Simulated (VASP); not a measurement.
# AlN (F-43m) in VASP: notebook

The runs below take AlN through single point, relaxation of cell and atoms, with LDA.

Program: VASP 6.6.1. These are calculated values, not measurements. Logs are shortened: lines on timing, memory, paths and dates and some standing lists are left out, and cuts for length are marked.

### 1 The cell of the first run

Symmetry: F-43m, No. 216, cubic system. The conventional cell has a = 4.342 Å, b = 4.342 Å, c = 4.342 Å, α = 90.00°, β = 90.00°, γ = 90.00°. Al (site symmetry -43m) has 4 N at 1.88 Å within 2.5 Å. N (site symmetry -43m) has 4 Al at 1.88 Å within 2.5 Å.

### 2 Single point, LDA

Contents of INCAR:

```
SYSTEM = AlN
  ALGO = Normal
  EDIFF = 1E-7
  ENCUT = 520
  ISIF = 2
  ISMEAR = -1
  LASPH = .TRUE.
  LCHARG = .FALSE.
  LREAL = .FALSE.
  LWAVE = .FALSE.
  NBANDS = 11
  NELM = 60
  PREC = Accurate
  SIGMA = 0.08
```

Contents of KPOINTS:

```
k-points
0
G
  14 14 14
  0 0 0
```

Contents of POSCAR:

```
AlN
1.0
    0.0000000000      2.1711430934      2.1711430934
    2.1711430934      0.0000000000      2.1711430934
    2.1711430934      2.1711430934      0.0000000000
Al N
1 1
Direct
    0.0000000000      0.0000000000      0.0000000000
    0.2500000000      0.2500000000      0.2500000000
```

Potentials or basis: VASP PAW LDA potentials, release 64 (Al, N).

The run is started by

```bash
$ cat potpaw_LDA.64/Al/POTCAR potpaw_LDA.64/N/POTCAR > POTCAR
$ mpirun -np 1 vasp_std > vasp.out
```

OUTCAR:

```text
SYSTEM = AlN
   EDIFF = 1E-7
   ENCUT = 520
   ISIF = 2
   ISMEAR = -1
   LASPH = .TRUE.
   LREAL = .FALSE.
   NELM = 60
   PREC = Accurate

 ion  position               nearest neighbor table
   1  0.000  0.000  0.000-   2 1.88   2 1.88   2 1.88   2 1.88
   2  0.250  0.250  0.250-   1 1.88   1 1.88   1 1.88   1 1.88

  LATTYP: Found a face centered cubic cell.
 ALAT       =     4.3422861868

  Lattice vectors:

 A1 = (   0.0000000000,   2.1711430934,   2.1711430934)
 A2 = (   2.1711430934,   0.0000000000,   2.1711430934)
 A3 = (   2.1711430934,   2.1711430934,   0.0000000000)

Analysis of symmetry for initial positions (statically):
=====================================================================
 Subroutine PRICEL returns:
 Original cell was already a primitive cell.

 Routine SETGRP: Setting up the symmetry group for a
 face centered cubic supercell.

 Subroutine GETGRP returns: Found 24 space group operations
 (whereof 24 operations were pure point group operations)
 out of a pool of 48 trial point group operations.

The static configuration has the point symmetry T_d .

Analysis of symmetry for dynamics (positions and initial velocities):
=====================================================================
 Subroutine PRICEL returns:
 Original cell was already a primitive cell.

 Routine SETGRP: Setting up the symmetry group for a
 face centered cubic supercell.

 Subroutine GETGRP returns: Found 24 space group operations
 (whereof 24 operations were pure point group operations)
 out of a pool of 48 trial point group operations.

The dynamic configuration has the point symmetry T_d .

 Subroutine INISYM returns: Found 24 space group operations
 (whereof 24 operations are pure point group operations),
 and found     1 'primitive' translations

----------------------------------------------------------------------------------------

                                     Primitive cell

  volume of cell :      20.4689

  direct lattice vectors                    reciprocal lattice vectors
     0.000000000  2.171143093  2.171143093    -0.230293435  0.230293435  0.230293435
     2.171143093  0.000000000  2.171143093     0.230293435 -0.230293435  0.230293435
     2.171143093  2.171143093  0.000000000     0.230293435  0.230293435 -0.230293435

  length of vectors
     3.070460009  3.070460009  3.070460009     0.398879929  0.398879929  0.398879929

  position of ions in fractional coordinates (direct lattice)
     0.000000000  0.000000000  0.000000000
     0.250000000  0.250000000  0.250000000

  ion indices of the primitive-cell ions
   primitive index   ion index
                 1           1
                 2           2

[... 83 lines left out ...]
   NUPDOWN=      -1.0000    fix difference up-down
   EMIN   =  10.00;   EMAX   =-10.00  energy-range for DOS
   EFERMI =   0.00;   METHOD = LEGACY
   ISMEAR =    -1;   SIGMA  =   0.08  broadening in eV -4-tet -1-fermi 0-gaus
   EFERMI_NEDOS =   21; number of points for ismear=-14 and -15
   IALGO  =     38    algorithm
   IMIX   =      4    mixing-type and parameters
     AMIX     =   0.40;   BMIX     =  1.00
     AMIX_MAG =   1.60;   BMIX_MAG =  1.00
  volume/ion in A,a.u.               =      10.23        69.07
  Fermi-wavevector in a.u.,A,eV,Ry     =   1.196942  2.261892 19.492655  1.432670
  Thomas-Fermi vector in A             =   2.332869
   LORBIT       =      0    0 simple, 1 ext, 2 COOP (PROOUT), +10 PAW based schemes
   GGA     = CA    functional components
   LHFCALC =     F    Hartree Fock is set to
   AEXX    =    0.0000 exact exchange contribution
   IVDW    =     0    specifies the selected vdW correction
   LEPSILON=     F    determine dielectric tensor
   LRPA    =     F    only Hartree local field effects (RPA)
 non-spin polarized calculation
  energy-cutoff  :      520.00
  volume of cell :       20.47
 maximum number of plane-waves:       568
   NGX = 11   NGY = 11   NGZ = 11

 number of electron       8.0000000 magnetization

 Free energy of the ion-electron system (eV)
  ---------------------------------------------------
  ext. energy  EPLUGINS =         0.00000000
  ---------------------------------------------------
  free energy    TOTEN  =       -16.37545527 eV

  energy without entropy =      -16.37545527  energy(sigma->0) =      -16.37545527

 E-fermi :   7.5750     XC(G=0): -11.3436

 val. band max:        5.8769071271   @ k =   0.0000   0.0000   0.0000
 cond. band min:       9.1075205400   @ k =   0.5000   0.5000   0.0000
 fundamental gap:      3.2306134128
 Fermi energy:         7.5750146092

 k-point     1 :       0.0000    0.0000    0.0000
  band No.  band energies     occupation
      1      -9.0503      2.00000
      2       5.8769      2.00000
      3       5.8769      2.00000
      4       5.8769      2.00000
      5      10.2703      0.00000
      6      18.3848      0.00000
      7      18.3848      0.00000
      8      18.3848      0.00000
      9      23.5408      0.00000
     10      23.5408      0.00000
     11      24.9600      0.00000
[... 309 lines left out ...]
 k-point    24 :       0.2857    0.1429    0.0000
  band No.  band energies     occupation
      1      -7.9894      2.00000
      2       2.7403      2.00000
      3       5.1523      2.00000
      4       5.1964      2.00000
      5      12.5242      0.00000
      6      16.5037      0.00000
      7      17.2387      0.00000
      8      18.9911      0.00000
      9      20.3148      0.00000
     10      24.3863      0.00000
     11      25.5540      0.00000

 [... further k-points ...]

------------------------ aborting loop because EDIFF is reached ----------------------------------------

  FORCE on cell =-STRESS in cart. coord.  units (eV):
  Direction    XX          YY          ZZ          XY          YZ          ZX
  --------------------------------------------------------------------------------------
  -------------------------------------------------------------------------------------
  Total        0.0803666      0.0803666      0.0803666      0.0000000      0.0000000     -0.0000000
  in kB        6.2905823      6.2905823      6.2905823      0.0000000      0.0000000     -0.0000000
  external PRESSURE =       6.2905823 kB  Pullay stress =       0.0000000 kB

 VOLUME and BASIS-vectors are now :
 -----------------------------------------------------------------------------
  energy-cutoff  :      520.00
  volume of cell :       20.47
      direct lattice vectors                 reciprocal lattice vectors
     0.000000000  2.171143093  2.171143093    -0.230293435  0.230293435  0.230293435
     2.171143093  0.000000000  2.171143093     0.230293435 -0.230293435  0.230293435
     2.171143093  2.171143093  0.000000000     0.230293435  0.230293435 -0.230293435

 POSITION                                       TOTAL-FORCE (eV/Angst)
 -----------------------------------------------------------------------------------
      0.00000      0.00000      0.00000         0.000000      0.000000     -0.000000
      1.08557      1.08557      1.08557        -0.000000     -0.000000      0.000000
 -----------------------------------------------------------------------------------
    total drift:                               -0.000000     -0.000000     -0.000000

  FREE ENERGIE OF THE ION-ELECTRON SYSTEM (eV)
  ---------------------------------------------------
  free  energy   TOTEN  =       -16.3754552742 eV

  energy  without entropy=      -16.3754552741  energy(sigma->0) =      -16.37545527
```

OSZICAR:

```text
N       E                     dE             d eps       ncg     rms          rms(c)
DAV:   1     0.874808484376E+01    0.87481E+01   -0.39877E+03  2376   0.612E+02
DAV:   2    -0.182011989557E+02   -0.26949E+02   -0.25953E+02  2734   0.130E+02
DAV:   3    -0.189393436277E+02   -0.73814E+00   -0.73730E+00  2811   0.194E+01
DAV:   4    -0.189424228799E+02   -0.30793E-02   -0.30791E-02  2582   0.152E+00
DAV:   5    -0.189424489287E+02   -0.26049E-04   -0.26049E-04  2770   0.132E-01    0.875E+00
DAV:   6    -0.164486849270E+02    0.24938E+01   -0.12724E+01  2558   0.175E+01    0.297E+00
DAV:   7    -0.164048318177E+02    0.43853E-01   -0.11060E-01  2636   0.248E+00    0.197E+00
DAV:   8    -0.163760352795E+02    0.28797E-01   -0.31325E-02  2621   0.159E+00    0.403E-01
DAV:   9    -0.163754418702E+02    0.59341E-03   -0.21131E-03  2681   0.279E-01    0.187E-01
DAV:  10    -0.163754592466E+02   -0.17376E-04   -0.12002E-04  2600   0.763E-02    0.580E-02
DAV:  11    -0.163754553082E+02    0.39384E-05   -0.39902E-06  2690   0.162E-02    0.102E-02
DAV:  12    -0.163754552742E+02    0.33988E-07   -0.73636E-08  1741   0.206E-03
   1 F= -.16375455E+02 E0= -.16375455E+02  d E =-.842920E-10
```

stdout:

```text
POSCAR found type information on POSCAR AlN
 POSCAR found :  2 types and       2 ions
 scaLAPACK will be used
 LDA part: xc-table for (Slater(with rela. corr.)+CA(PZ))
 , standard interpolation
 POSCAR, INCAR and KPOINTS ok, starting setup
 FFT: planning ... GRIDC
 FFT: planning ... GRID_SOFT
 FFT: planning ... GRID
 WAVECAR not read
 entering main loop
```

It took 13 s on 1 thread of Intel Xeon 8259CL, shared host; peak memory 0.14 GiB.

What came out:

- Free energy: -16.3755 eV
- Pressure: 0.6 GPa
- Band gap on the k mesh: 3.23 eV (least direct gap 4.39 eV)

Levels at points of the mesh, in eV from the valence-band top:
```tsv
k point	band 1	band 2	band 3	band 4	band 5	band 6	band 7	band 8	band 9
(0.00, 0.00, 0.00)	-14.93	0.00	0.00	0.00	4.39	12.51	12.51	12.51	17.66
(0.50, 0.00, 0.00)	-12.75	-5.98	-0.49	-0.49	7.43	9.89	11.07	11.07	17.97
(0.50, 0.50, 0.00)	-12.08	-5.01	-1.81	-1.81	3.23	8.52	13.99	15.71	15.71
```

### 3 Relaxation of cell and atoms, LDA

This run uses another cell than the first one, of 10.42 Å³/atom.

Contents of INCAR:

```
SYSTEM = AlN
PREC = Accurate
ENCUT = 600
EDIFF = 1E-7
ISMEAR = -1
SIGMA = 0.08
LREAL = .False.
LASPH = .True.
NELM = 80
ALGO = Normal
ISIF = 3
LWAVE = .False.
LCHARG = .False.
IBRION = 2
NSW = 100
EDIFFG = -0.002
```

Contents of KPOINTS:

```
Automatic mesh
0
Gamma
  14 14 14
  0 0 0
```

Contents of POSCAR:

```
AlN
1.0
    0.0000000000      2.1839935596      2.1839935596
    2.1839935596      0.0000000000      2.1839935596
    2.1839935596      2.1839935596      0.0000000000
Al N
1 1
Direct
    0.0000000000      0.0000000000      0.0000000000
    0.2500000000      0.2500000000      0.2500000000
```

Potentials or basis: VASP PAW LDA potentials, release 64 (Al, N).

The run is started by

```bash
$ cat potpaw_LDA.64/Al/POTCAR potpaw_LDA.64/N/POTCAR > POTCAR
$ mpirun -np 1 vasp_std > vasp.out
```

OUTCAR:

```text
SYSTEM = AlN
   PREC = Accurate
   ENCUT = 600
   EDIFF = 1E-7
   ISMEAR = -1
   LREAL = .False.
   LASPH = .True.
   NELM = 80
   ISIF = 3
   IBRION = 2
   NSW = 100
   EDIFFG = -0.002

 ion  position               nearest neighbor table
   1  0.000  0.000  0.000-   2 1.89   2 1.89   2 1.89   2 1.89
   2  0.250  0.250  0.250-   1 1.89   1 1.89   1 1.89   1 1.89

  LATTYP: Found a face centered cubic cell.
 ALAT       =     4.3679871192

  Lattice vectors:

 A1 = (   0.0000000000,   2.1839935596,   2.1839935596)
 A2 = (   2.1839935596,   0.0000000000,   2.1839935596)
 A3 = (   2.1839935596,   2.1839935596,   0.0000000000)

Analysis of symmetry for initial positions (statically):
=====================================================================
 Subroutine PRICEL returns:
[... 258 lines left out ...]
 fundamental gap:      3.2299626117
 Fermi energy:         7.4671556860

 k-point     1 :       0.0000    0.0000    0.0000
  band No.  band energies     occupation
      1      -9.0604      2.00000
      2       5.8519      2.00000
      3       5.8519      2.00000
      4       5.8519      2.00000
      5      10.2224      0.00000
      6      18.3349      0.00000
      7      18.3349      0.00000
      8      18.3349      0.00000
[... 243 lines left out ...]
 k-point    24 :       0.2857    0.1429    0.0000
  band No.  band energies     occupation
      1      -8.0027      2.00000
      2       2.7185      2.00000
      3       5.1284      2.00000
      4       5.1721      2.00000
      5      12.4816      0.00000
      6      16.4556      0.00000
      7      17.1955      0.00000
      8      18.9420      0.00000

 [... further k-points ...]

------------------------ aborting loop because EDIFF is reached ----------------------------------------

  FORCE on cell =-STRESS in cart. coord.  units (eV):
  Direction    XX          YY          ZZ          XY          YZ          ZX
  --------------------------------------------------------------------------------------
  -------------------------------------------------------------------------------------
  Total       -0.0014399     -0.0014399     -0.0014399      0.0000000      0.0000000      0.0000000
  in kB       -0.1124182     -0.1124182     -0.1124182      0.0000000      0.0000000      0.0000000
  external PRESSURE =      -0.1124182 kB  Pullay stress =       0.0000000 kB
[... 17 lines left out ...]
  FREE ENERGIE OF THE ION-ELECTRON SYSTEM (eV)
  ---------------------------------------------------
  free  energy   TOTEN  =       -16.3765639439 eV

  energy  without entropy=      -16.3765639437  energy(sigma->0) =      -16.37656394

 reached required accuracy - stopping structural energy minimisation
```

OSZICAR:

```text
N       E                     dE             d eps       ncg     rms          rms(c)
DAV:   1     0.118045953605E+02    0.11805E+02   -0.44753E+03  1704   0.947E+02
DAV:   2    -0.183505280387E+02   -0.30155E+02   -0.29192E+02  2216   0.137E+02
DAV:   3    -0.188999772700E+02   -0.54945E+00   -0.54945E+00  1944   0.235E+01
[... 20 lines left out ...]
DAV:   2    -0.163767044268E+02    0.46011E-02   -0.27896E-02  1680   0.113E+00    0.104E-01
DAV:   3    -0.163766164325E+02    0.87994E-04   -0.26110E-04  1984   0.177E-01    0.402E-02
DAV:   4    -0.163765687246E+02    0.47708E-04   -0.20975E-05  1992   0.355E-02    0.159E-02
DAV:   5    -0.163765639642E+02    0.47604E-05   -0.42287E-06  1976   0.157E-02    0.855E-03
DAV:   6    -0.163765639439E+02    0.20314E-07   -0.34642E-08  1240   0.192E-03
   3 F= -.16376564E+02 E0= -.16376564E+02  d E =-.307942E-02
```

It took 65 s on 1 thread of Intel Xeon 8259CL, shared host; peak memory 0.15 GiB.

Results:

```
Free energy                           : -16.3766 eV
Relaxed volume                        : 10.26 Å³/atom
Relaxed cell                          : a = 3.073 Å, b = 3.073 Å, c = 3.073 Å, α = 60.00°, β = 60.00°, γ = 60.00°
Space group after relaxing (to 0.1 Å) : F-43m (No. 216)
Energy gained by relaxing             : 1.5 meV/atom
Ionic steps                           : 3
Pressure after relaxing               : 0.0 GPa
Band gap on the k mesh                : 3.23 eV (least direct gap 4.37 eV)
```

Step by step:
```
step  energy change (eV)  largest force (eV/Å)  pressure (GPa)  volume (Å³)
   1              0.0000                0.0000           -3.11        20.83
   2             -0.0003                0.0000            3.10        20.23
   3             -0.0031                0.0000           -0.01        20.52
```

Final structure:
```yaml
crystal:
  lattice:
    - [0.00000, 2.17299, 2.17299]
    - [2.17299, 0.00000, 2.17299]
    - [2.17299, 2.17299, 0.00000]
  atoms:
    - { symbol: Al, position: [0.00000, 0.00000, 0.00000] }
    - { symbol: N, position: [0.25000, 0.25000, 0.25000] }
```

Levels at points of the mesh, in eV from the valence-band top:
| k point | band 1 | band 2 | band 3 | band 4 | band 5 | band 6 | band 7 | band 8 |
| --- | --- | --- | --- | --- | --- | --- | --- | --- |
| (0.00, 0.00, 0.00) | -14.91 | 0.00 | 0.00 | 0.00 | 4.37 | 12.48 | 12.48 | 12.48 |
| (0.50, 0.00, 0.00) | -12.75 | -5.97 | -0.49 | -0.49 | 7.41 | 9.87 | 11.06 | 11.06 |
| (0.50, 0.50, 0.00) | -12.07 | -5.00 | -1.81 | -1.81 | 3.23 | 8.50 | 13.96 | 15.68 |
